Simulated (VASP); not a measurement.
Input of a VASP 6.6.1 run:

Contents of INCAR:

```
  PREC = Accurate
  ENCUT = 500
  EDIFF = 1E-6
  ISMEAR = 0
  SIGMA = 0.1
  LREAL = False
  LASPH = True
  NELM = 120
  ALGO = Normal
  ISIF = 2
  LWAVE = False
  LCHARG = False
  GGA = CA
  NBANDS = 12
  GGA_COMPAT = False
```

KPOINTS

```
Automatic mesh
0
Gamma
  6 6 6
```

POSCAR

```
Tl
1.0
   -1.9410000000      1.9410000000      1.9410000000
    1.9410000000     -1.9410000000      1.9410000000
    1.9410000000      1.9410000000     -1.9410000000
Tl
1
Direct
    0.6570000000      0.8290000000      0.2230000000
```

Potentials or basis: VASP PAW LDA potentials, release 64 (Tl_d).

Run with:

```console
$ cat potpaw_LDA.64/Tl_d/POTCAR > POTCAR
$ mpirun -np 1 vasp_std > vasp.out
```

Q: Predict the band gap on the k mesh.

A: Zero (an odd number of electrons rules out a gap without spin polarisation).

Q: Estimate the pressure.

A: -2.3 GPa.

Caveat: the k points lie up to 0.38 Å⁻¹ apart, too coarse for converged energies and pressures of a metal; spin-orbit coupling is left out, which moves the levels of the heavy elements.
